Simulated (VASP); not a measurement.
# Ag8I7 (a cell with a defect) in VASP: single point with PBE+D3(BJ)

Aim: the single point of Ag8I7 (a cell with a defect) with PBE+D3(BJ).

All numbers are computed with VASP 6.6.1; they aren't measurements. Logs are shortened: lines on timing, memory, paths and dates and some standing lists are left out, and cuts for length are marked.

## (1) The cell of the first run

The cell holds a defect, 15 atoms: a = 8.785 Å, b = 8.785 Å, c = 8.803 Å, α = 119.93°, β = 119.93°, γ = 90.00°.

## (2) Single point, PBE+D3(BJ) (atoms taken out, then relaxed in part)

The input, INCAR:

```
  PREC = Accurate
  ENCUT = 520
  EDIFF = 1E-6
  ISMEAR = 0
  SIGMA = 0.05
  LREAL = Auto
  LASPH = T
  NELM = 60
  ALGO = Normal
  ISIF = 2
  LWAVE = F
  LCHARG = F
  GGA = PE
  IVDW = 12
  NELECT = 136.0
  NBANDS = 82
```

The input, KPOINTS:

```
regular mesh
0
Gamma
  4 4 4
```

The input, POSCAR:

```
Ag8I7
1.0
    0.0000000000      8.7852722096      0.0000000000
   -8.7852722096      0.0000000000      0.0000000000
    4.3926361048     -4.3926361048      6.2376515721
Ag I
8 7
Direct
   -0.0013839235      0.4811470755     -0.0377058491
    0.4636780745      0.4811470755     -0.0377058491
    0.1026134499      0.0315514891      0.0631029782
    0.4604895283      0.0315514891      0.0631029782
    0.2311470755      0.2486160765     -0.0377058491
    0.7815514891      0.3526134499      0.0631029782
    0.2311470755      0.7136780745     -0.0377058491
    0.7815514891      0.7104895283      0.0631029782
    0.0921216678      0.8421216678      0.6842433355
    0.5921216678      0.3421216678      0.6842433355
    0.0733138912      0.3233138912      0.6466277823
    0.1598082578      0.4098082578      0.2958691365
    0.6360608787      0.4098082578      0.2958691365
    0.1598082578      0.8860608787      0.2958691365
    0.6360608787      0.8860608787      0.2958691365
```

Potentials or basis: VASP PAW PBE potentials, release 64 (Ag, I).

On the command line:

```sh
$ cat potpaw_PBE.64/Ag/POTCAR potpaw_PBE.64/I/POTCAR > POTCAR
$ mpirun -np 1 vasp_std > vasp.out
```

OUTCAR:

```text
PREC = Accurate
   ENCUT = 520
   EDIFF = 1E-6
   ISMEAR = 0
   LREAL = Auto
   LASPH = T
   NELM = 60
   ISIF = 2
   GGA = PE
   IVDW = 12
   NELECT = 136.0
 IVDW          = 12

 ion  position               nearest neighbor table
   1  0.999  0.481  0.962-  11 2.84   5 2.89   7 2.89   8 2.90   6 2.90  10 2.92  14 2.95  12 2.95

   2  0.464  0.481  0.962-  11 2.84   5 2.89   7 2.89   8 2.90   6 2.90  10 2.92  15 2.95  13 2.95

   3  0.103  0.032  0.063-  12 2.77  14 2.77   9 2.84   7 2.90   5 2.90   4 3.14
   4  0.460  0.032  0.063-  13 2.77  15 2.77   9 2.84   7 2.90   5 2.90   3 3.14
   5  0.231  0.249  0.962-  11 2.84   1 2.89   2 2.89   4 2.90   3 2.90   9 2.92  13 2.95  12 2.95

   6  0.782  0.353  0.063-  12 2.77  13 2.77  10 2.84   2 2.90   1 2.90   8 3.14
   7  0.231  0.714  0.962-  11 2.84   1 2.89   2 2.89   4 2.90   3 2.90   9 2.92  15 2.95  14 2.95

   8  0.782  0.710  0.063-  14 2.77  15 2.77  10 2.84   2 2.90   1 2.90   6 3.14
   9  0.092  0.842  0.684-   4 2.84   3 2.84   5 2.92   7 2.92
  10  0.592  0.342  0.684-   8 2.84   6 2.84   1 2.92   2 2.92
  11  0.073  0.323  0.647-   1 2.84   2 2.84   5 2.84   7 2.84
  12  0.160  0.410  0.296-   3 2.77   6 2.77   5 2.95   1 2.95
  13  0.636  0.410  0.296-   4 2.77   6 2.77   5 2.95   2 2.95
  14  0.160  0.886  0.296-   8 2.77   3 2.77   1 2.95   7 2.95
  15  0.636  0.886  0.296-   4 2.77   8 2.77   7 2.95   2 2.95

  LATTYP: Found a body centered tetragonal cell.
 ALAT       =     8.7852722096
 C/A-ratio  =     1.4200246556

  Lattice vectors:

 A1 = (   4.3926361048,   4.3926361048,  -6.2376515721)
 A2 = (  -4.3926361048,  -4.3926361048,  -6.2376515721)
 A3 = (  -4.3926361048,   4.3926361048,   6.2376515721)

Analysis of symmetry for initial positions (statically):
=====================================================================
 Subroutine PRICEL returns:
 Original cell was already a primitive cell.

 Routine SETGRP: Setting up the symmetry group for a
 body centered tetragonal supercell.

 Subroutine GETGRP returns: Found  8 space group operations
 (whereof  2 operations were pure point group operations)
 out of a pool of 16 trial point group operations.

The static configuration has the point symmetry C_1h.
 The point group associated with its full space group is C_4v.

Analysis of symmetry for dynamics (positions and initial velocities):
=====================================================================
 Subroutine PRICEL returns:
 Original cell was already a primitive cell.

 Routine SETGRP: Setting up the symmetry group for a
 body centered tetragonal supercell.

 Subroutine GETGRP returns: Found  8 space group operations
 (whereof  2 operations were pure point group operations)
 out of a pool of 16 trial point group operations.

The dynamic configuration has the point symmetry C_1h.
 The point group associated with its full space group is C_4v.

 Subroutine INISYM returns: Found  8 space group operations
 (whereof  2 operations are pure point group operations),
 and found     1 'primitive' translations

----------------------------------------------------------------------------------------

                                     Primitive cell

  volume of cell :     481.4282

  direct lattice vectors                    reciprocal lattice vectors
     0.000000000  8.785272210  0.000000000     0.000000000  0.113826866  0.080158373
    -8.785272210  0.000000000  0.000000000    -0.113826866  0.000000000  0.080158373
     4.392636105 -4.392636105  6.237651572     0.000000000  0.000000000  0.160316746

  length of vectors
     8.785272210  8.785272210  8.803340334     0.139218965  0.139218965  0.160316746

  position of ions in fractional coordinates (direct lattice)
     0.998616076  0.481147075  0.962294151
     0.463678075  0.481147075  0.962294151
     0.102613450  0.031551489  0.063102978
     0.460489528  0.031551489  0.063102978
     0.231147075  0.248616076  0.962294151
     0.781551489  0.352613450  0.063102978
     0.231147075  0.713678075  0.962294151
     0.781551489  0.710489528  0.063102978
     0.092121668  0.842121668  0.684243335
     0.592121668  0.342121668  0.684243335
     0.073313891  0.323313891  0.646627782
     0.159808258  0.409808258  0.295869137
     0.636060879  0.409808258  0.295869137
     0.159808258  0.886060879  0.295869137
     0.636060879  0.886060879  0.295869137

  ion indices of the primitive-cell ions
   primitive index   ion index
                 1           1
                 2           2
                 3           3
                 4           4
                 5           5
                 6           6
                 7           7
                 8           8
                 9           9
                10          10
                11          11
                12          12
                13          13
                14          14
                15          15

----------------------------------------------------------------------------------------

 KPOINTS: regular mesh

Automatic generation of k-mesh.
 Grid dimensions read from file:
 generate k-points for:    4    4    4

 Generating k-lattice:

  Cartesian coordinates                     Fractional coordinates (reciprocal lattice)
     0.000000000  0.028456716  0.020039593     0.250000000  0.000000000  0.000000000
    -0.028456716  0.000000000  0.020039593     0.000000000  0.250000000  0.000000000
     0.000000000  0.000000000  0.040079186     0.000000000  0.000000000  0.250000000

  Length of vectors
     0.034804741  0.034804741  0.040079186

  Shift w.r.t. Gamma in fractional coordinates (k-lattice)
     0.000000000  0.000000000  0.000000000

 Subroutine IBZKPT returns following result:
 ===========================================

 Found     13 irreducible k-points:

 Following reciprocal coordinates:
            Coordinates               Weight
  0.000000  0.000000  0.000000      1.000000
  0.250000  0.000000  0.000000      8.000000
  0.500000  0.000000  0.000000      4.000000
  0.250000  0.250000  0.000000      8.000000
  0.500000  0.250000  0.000000     16.000000
 -0.250000  0.250000  0.000000      4.000000
  0.500000  0.500000  0.000000      2.000000
  0.000000  0.000000  0.250000      2.000000
  0.250000  0.000000  0.250000      8.000000
  0.500000  0.000000  0.250000      4.000000
  0.250000  0.250000  0.250000      4.000000
  0.500000  0.500000  0.250000      2.000000
  0.000000  0.000000  0.500000      1.000000
   k-points           NKPTS =     13   k-points in BZ     NKDIM =     13   number of bands    NBANDS=     82
   number of dos      NEDOS =    301   number of ions     NIONS =     15
   total plane-waves  NPLWV = 343000
   dimension x,y,z NGX =    70 NGY =   70 NGZ =   70
   dimension x,y,z NGXF=   140 NGYF=  140 NGZF=  140
   ions per type =               8   7
   NGX,Y,Z   is equivalent  to a cutoff of  13.25, 13.25, 13.22 a.u.
   NGXF,Y,Z  is equivalent  to a cutoff of  26.49, 26.49, 26.44 a.u.
 SYSTEM =  unknown system
   PREC   = accura    normal or accurate (medium, high low for compatibility)
   ISTART =      0    job   : 0-new  1-cont  2-samecut
   ICHARG =      2    charge: 1-file 2-atom 10-const
   ISPIN  =      1    spin polarized calculation?
   LNONCOLLINEAR =      F non collinear calculations
   LSORBIT =      F    spin-orbit coupling
   LASPH  =      T    aspherical Exc in radial PAW
   ENCUT  =  520.0 eV  38.22 Ry    6.18 a.u.  16.33 16.33 16.37*2*pi/ulx,y,z
   NELM   =     60;   NELMIN=  2; NELMDL= -5     # of ELM steps
   EDIFF  = 0.1E-05   stopping-criterion for ELM
   LREAL  =      T    real-space projection
   EDIFFG = 0.1E-04   stopping-criterion for IOM
   NSW    =      0    number of steps for IOM
   IBRION =     -1    ionic relax: 0-MD 1-quasi-New 2-CG
   NFREE  =      0    steps in history (QN), initial steepest desc. (CG)
   ISIF   =      2    stress and relaxation
   ISYM   =      2    0-nonsym 1-usesym 2-fastsym
   POTIM  = 0.5000    time-step for ionic-motion
   TEBEG  =    0.0;   TEEND  =   0.0 temperature during run
   PSTRESS=    0.0 pullay stress
   NELECT =     136.0000    total number of electrons
   NUPDOWN=      -1.0000    fix difference up-down
   EMIN   =  10.00;   EMAX   =-10.00  energy-range for DOS
   EFERMI =   0.00;   METHOD = LEGACY
   ISMEAR =     0;   SIGMA  =   0.05  broadening in eV -4-tet -1-fermi 0-gaus
   EFERMI_NEDOS =   21; number of points for ismear=-14 and -15
   IALGO  =     38    algorithm
   IMIX   =      4    mixing-type and parameters
     AMIX     =   0.40;   BMIX     =  1.00
     AMIX_MAG =   1.60;   BMIX_MAG =  1.00
  volume/ion in A,a.u.               =      32.10       216.59
  Fermi-wavevector in a.u.,A,eV,Ry     =   1.074181  2.029907 15.699271  1.153864
  Thomas-Fermi vector in A             =   2.210001
   LORBIT       =      0    0 simple, 1 ext, 2 COOP (PROOUT), +10 PAW based schemes
   GGA     = PE    functional components
   LHFCALC =     F    Hartree Fock is set to
   AEXX    =    0.0000 exact exchange contribution
   IVDW    =    12    specifies the selected vdW correction
   LEPSILON=     F    determine dielectric tensor
   LRPA    =     F    only Hartree local field effects (RPA)
 non-spin polarized calculation
 Gauss-broadening in eV      SIGMA  =   0.05
  energy-cutoff  :      520.00
  volume of cell :      481.43
 maximum number of plane-waves:     12987
 NGX is ok and might be reduce to    70
   NGX = 33   NGY = 33   NGZ = 33

 number of electron     136.0000005 magnetization

 Free energy of the ion-electron system (eV)
  ---------------------------------------------------
  ext. energy  EPLUGINS =         0.00000000
  ---------------------------------------------------
  free energy    TOTEN  =       -38.68923241 eV

  energy without entropy =      -38.68923241  energy(sigma->0) =      -38.68923241

 E-fermi :   3.7581     XC(G=0):  -8.6119

 val. band max:        3.5283847126   @ k =   0.0000   0.0000   0.0000
 cond. band min:       4.6284444073   @ k =   0.0000   0.0000   0.0000
 fundamental gap:      1.1000596947
 Fermi energy:         3.7581055349

 k-point     1 :       0.0000    0.0000    0.0000
  band No.  band energies     occupation
      1      -9.3847      2.00000
      2      -8.9418      2.00000
      3      -8.9418      2.00000
      4      -8.9042      2.00000
      5      -8.9013      2.00000
      6      -8.7904      2.00000
[... 72 lines left out ...]
     79       8.1078      0.00000
     80       8.9410      0.00000

 k-point     2 :       0.2500    0.0000    0.0000
  band No.  band energies     occupation
      1      -9.3289      2.00000
      2      -9.0139      2.00000
      3      -8.9227      2.00000
      4      -8.9032      2.00000
      5      -8.8733      2.00000
      6      -8.8125      2.00000
[... 72 lines left out ...]
     79       7.9858      0.00000
     80       8.5681      0.00000
[... 828 lines left out ...]
     79       8.0435      0.00000
     80       8.2653      0.00000

 k-point    13 :       0.0000    0.0000    0.5000
  band No.  band energies     occupation
      1      -9.2041      2.00000
      2      -8.9903      2.00000
      3      -8.9475      2.00000
      4      -8.9475      2.00000
      5      -8.9144      2.00000
      6      -8.8442      2.00000
[... 72 lines left out ...]
     79       8.2884      0.00000
     80       8.6426      0.00000
 [bands above 80 left out]

------------------------ aborting loop because EDIFF is reached ----------------------------------------

 Edisp (eV)   -5.23869

 E8    (eV) :    -2.3095

  FORCE on cell =-STRESS in cart. coord.  units (eV):
  Direction    XX          YY          ZZ          XY          YZ          ZX
  --------------------------------------------------------------------------------------
  -------------------------------------------------------------------------------------
  Total      -5.78036    -5.78036    -8.65728     0.00000     0.00000     0.00000
  in kB     -19.23684   -19.23684   -28.81115     0.00000     0.00000     0.00000
  external pressure =      -22.43 kB  Pullay stress =        0.00 kB

 VOLUME and BASIS-vectors are now :
 -----------------------------------------------------------------------------
  energy-cutoff  :      520.00
  volume of cell :      481.43
      direct lattice vectors                 reciprocal lattice vectors
     0.000000000  8.785272210  0.000000000     0.000000000  0.113826866  0.080158373
    -8.785272210  0.000000000  0.000000000    -0.113826866  0.000000000  0.080158373
     4.392636105 -4.392636105  6.237651572     0.000000000  0.000000000  0.160316746

 POSITION                                       TOTAL-FORCE (eV/Angst)
 -----------------------------------------------------------------------------------
     -0.00000      4.54611      6.00246         0.000000     -0.005979      0.003170
     -0.00000     -0.15347      6.00246         0.000000      0.005979      0.003170
     -0.00000      0.62430      0.39361         0.000000      0.006091     -0.001141
     -0.00000      3.76834      0.39361         0.000000     -0.006091     -0.001141
      2.04285     -2.19632      6.00246         0.005979     -0.000000      0.003170
     -2.82062      6.58895      0.39361        -0.006091     -0.000000     -0.001141
     -2.04285     -2.19632      6.00246        -0.005979     -0.000000      0.003170
     -5.96466      6.58895      0.39361         0.006091     -0.000000     -0.001141
     -4.39264     -2.19632      4.26807        -0.000000     -0.000000      0.016209
     -0.00000      2.19632      4.26807         0.000000      0.000000      0.016209
     -0.00000     -2.19632      4.03344         0.000000     -0.000000     -0.002224
     -2.30063      0.10431      1.84553         0.000739     -0.000739     -0.009578
     -2.30063      4.28832      1.84553         0.000739      0.000739     -0.009578
     -6.48464      0.10431      1.84553        -0.000739     -0.000739     -0.009578
     -6.48464      4.28832      1.84553        -0.000739      0.000739     -0.009578
 -----------------------------------------------------------------------------------
    total drift:                               -0.000001      0.000002      0.002038

  FREE ENERGIE OF THE ION-ELECTRON SYSTEM (eV)
  ---------------------------------------------------
  free  energy   TOTEN  =       -43.9279272853 eV

  energy  without entropy=      -43.9279272853  energy(sigma->0) =      -43.92792729
```

It took 28 min on 1 thread of Intel Xeon 8259CL, shared host; peak memory 0.85 GiB.

Results:

| Property | Result |
| --- | --- |
| Free energy | -43.9279 eV |
| Largest force | 0.016 eV/Å |
| Dispersion energy per atom | -0.349 eV |

Forces on the atoms (eV/Å):
```
Ag   0.000 -0.006  0.003
Ag   0.000  0.006  0.003
Ag   0.000  0.006 -0.001
Ag   0.000 -0.006 -0.001
Ag   0.006  0.000  0.003
Ag  -0.006  0.000 -0.001
Ag  -0.006  0.000  0.003
Ag   0.006  0.000 -0.001
I    0.000  0.000  0.016
I    0.000  0.000  0.016
I    0.000  0.000 -0.002
I    0.001 -0.001 -0.010
I    0.001  0.001 -0.010
I   -0.001 -0.001 -0.010
I   -0.001  0.001 -0.010
```

Levels at points of the mesh, in eV from the Fermi level:
| k point | band 65 | band 66 | band 67 | band 68 | band 69 | band 70 | band 71 | band 72 |
| --- | --- | --- | --- | --- | --- | --- | --- | --- |
| (0.00, 0.00, 0.00) | -0.78 | -0.77 | -0.23 | -0.23 | 0.87 | 2.02 | 2.16 | 2.17 |
| (0.50, 0.00, 0.00) | -1.02 | -0.82 | -0.68 | -0.43 | 1.85 | 2.17 | 2.65 | 2.67 |
| (0.50, 0.50, 0.00) | -1.14 | -0.99 | -0.73 | -0.48 | 2.23 | 2.53 | 2.59 | 2.62 |
| (0.00, 0.00, 0.50) | -0.85 | -0.85 | -0.84 | -0.82 | 2.63 | 2.66 | 3.01 | 3.22 |

Caveat: the cell carries a net charge on a neutralising background, which shifts energy and pressure; the cell differs from its parent crystal (atoms taken out, then relaxed in part); the cell is charged against a uniform background, so pressure and absolute levels hang on convention; spin-orbit coupling is left out, which moves the levels of the heavy elements.
